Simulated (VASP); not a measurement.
Wanted: the native input for a VASP 6.6.1 run.

```
Task                   : single point
Functional             : PBE
Potentials or basis    : VASP PAW PBE potentials, release 64 (Hf_pv, O, Cu)
Cutoff                 : 520 eV
k mesh                 : 1 × 1 × 1
Occupations            : fermi-dirac, width 0.01 eV
Spin                   : collinear spin
Starting moments       : [0.09, 0.01, 0.07, 0.01, 0.01, 0.02, 0.0, 0.02, 0.0, 0.0, 0.05, 0.0, 0.0, 0.0, 0.01, 0.0, 0.0, 0.04, 0.0, 0.01, 0.0, 0.0, 0.0, 0.01, 0.21] μB
Fixed moment           : 1 μB
Dipole correction      : no
Further INCAR settings : ALGO = Normal; EDIFF = 1e-06; NBANDS = 116
```

The structure of Hf8CuO16 (a cell with a defect) lies in POSCAR:

```
Hf8CuO16
1.0
   -3.6047748000      3.6047748000      5.2647067900
    3.6047748000     -3.6047748000      5.2647067900
    3.6047748000      3.6047748000     -5.2647067900
Hf O Cu
8 16 1
Direct
    0.0130243172      0.0774581620      0.5776581383
    0.0188733973      0.5175297905      0.0906353429
    0.5548162619      0.0676077406      0.1552635133
    0.5693153945      0.5876186183      0.6055449012
    0.0164008905      0.0373334048      0.0907069146
    0.0853519660      0.5546063838      0.6082336960
    0.5697974741      0.0755054313      0.6051097838
    0.5121637597      0.5529735212      0.0965988222
    0.1570022876      0.4526400345      0.8671111715
   -0.0924599633      0.7713579373      0.0751408937
    0.4901559033      0.3513228200      0.2038094030
    0.6464293460      0.9593199044      0.8623401384
    0.2861207329      0.1383402114      0.5738626169
    0.3957534287      0.7175721453      0.3686191437
    0.9053562153      0.2136535048      0.3611247782
    0.8606098758      0.7069735099      0.6708439873
    0.1796670015      0.4001961730      0.3402040538
    0.0256781444      0.7386885660      0.4499645859
    0.6762507935      0.3209825532      0.5930756063
    0.6772837807      0.8970577039      0.3441459089
    0.2977271727     -0.0321555706      0.1488703261
    0.4337483612      0.6448443498      0.8369522834
    0.9446325989      0.1517131632      0.8461701963
    0.7112776517      0.3859926991      0.0000269088
    0.3284349204     -0.0876926002     -0.3166269915
```

These files were run (other wordings do the same):

INCAR

```
SYSTEM = Hf8CuO16
PREC = Accurate ; ENCUT = 520
EDIFF = 1E-6 ; ISMEAR = -1
SIGMA = 0.01 ; LREAL = .False.
LASPH = .True. ; NELM = 200
ALGO = Normal ; ISIF = 2
LWAVE = .False. ; LCHARG = .False.
ISPIN = 2 ; MAGMOM = 0.09 0.01 0.07 0.01 0.01 0.02 0 0.02 0 0 0.05 0 0 0 0.01 0 0 0.04 0 0.01 0 0 0 0.01 0.21
LORBIT = 11 ; NUPDOWN = 1.0
LMAXMIX = 4 ; GGA = PE
NBANDS = 116 ; GGA_COMPAT = .False.
```

KPOINTS

```
regular mesh
0
Gamma
  1 1 1
  0 0 0
```

Potentials or basis: VASP PAW PBE potentials, release 64 (Hf_pv, O, Cu).

The run is started by

```bash
$ cat potpaw_PBE.64/Hf_pv/POTCAR potpaw_PBE.64/O/POTCAR potpaw_PBE.64/Cu/POTCAR > POTCAR
$ mpirun -np 1 vasp_gam > vasp.out
```

Results of the run:

```yaml
Pressure: 4.9 GPa
Largest_force: 0.195 eV/Å
Net_moment: 1.00 μB per cell
Site_moments: Hf +0.10, +0.01, +0.14, +0.03, +0.04 (each value once); O -0.00, +0.01, +0.03, +0.00, +0.06 (each value once); Cu +0.19 μB
Valence_electrons_inside_the_program's_atomic_spheres: Hf 8.49, 8.30, 8.51, 8.28, 8.34, 8.40, 8.44, 8.37; O 5.11, 5.07, 5.09, 5.06, 5.14, 5.08, 5.10, 5.15, 5.12 (each value once); Cu 10.26
```

Caveat: the k points lie up to 1.06 Å⁻¹ apart, too coarse for converged energies, forces and pressures; the total moment is fixed, so each spin has its own Fermi level and the state may be an excited one.

Run time: 2.3 min on 1 thread of Intel(R) Xeon(R) Platinum 8375C CPU @ 2.90GHz (Ice Lake) (shared host), peak memory 0.54 GiB.
